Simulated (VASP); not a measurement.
Crystal: Cu4W.

```
CELL_PARAMETERS angstrom
-2.59505 2.59505 2.59505
2.59505 -2.59505 2.59505
2.59505 2.59505 -2.59505
ATOMIC_POSITIONS crystal
Cu 0.00000 0.00000 0.50000
Cu 0.00000 0.50000 0.00000
Cu 0.50000 0.00000 0.00000
Cu 0.50000 0.50000 0.50000
W 0.00000 0.00000 0.00000
```

| Quantity | Value |
| --- | --- |
| Program | VASP 6.6.1 |
| Task | relaxation of cell and atoms |
| Functional | PBE |
| Potentials or basis | VASP PAW PBE potentials, release 64 (Cu, W_sv) |
| Cutoff | 600 eV |
| k mesh | 6 × 6 × 6 |
| Occupations | gaussian, width 0.1 eV |
| Spin | no spin polarisation |

At the start: pressure 42.5 GPa; volume 13.98 Å³/atom.

Task: Where does the relaxation end?

Result: Over 4 steps the energy falls by 432.1 meV/atom and the volume is 18.12 Å³/atom (+29.6 %); space group Im-3m (No. 229, to 0.05 Å).

The path:
```
step  energy change (eV)  largest force (eV/Å)  pressure (GPa)  volume (Å³)
   1              0.0000                0.0000           42.51        69.90
   2             -1.0251                0.0000          -12.17       114.55
   3             -2.1601                0.0000           -0.42        91.06
   4             -2.1607                0.0000           -0.01        90.60
```

Final structure:
```xyz
5
Lattice="-2.8294 2.8294 2.8294 2.8294 -2.8294 2.8294 2.8294 2.8294 -2.8294" Properties=species:S:1:pos:R:3 pbc="T T T"
Cu    1.4147    1.4147   -1.4147
Cu    1.4147   -1.4147    1.4147
Cu   -1.4147    1.4147    1.4147
Cu    1.4147    1.4147    1.4147
W     0.0000    0.0000    0.0000
```

Caveat: the volume moved by over 15 % at a fixed basis, so the end points are rough.
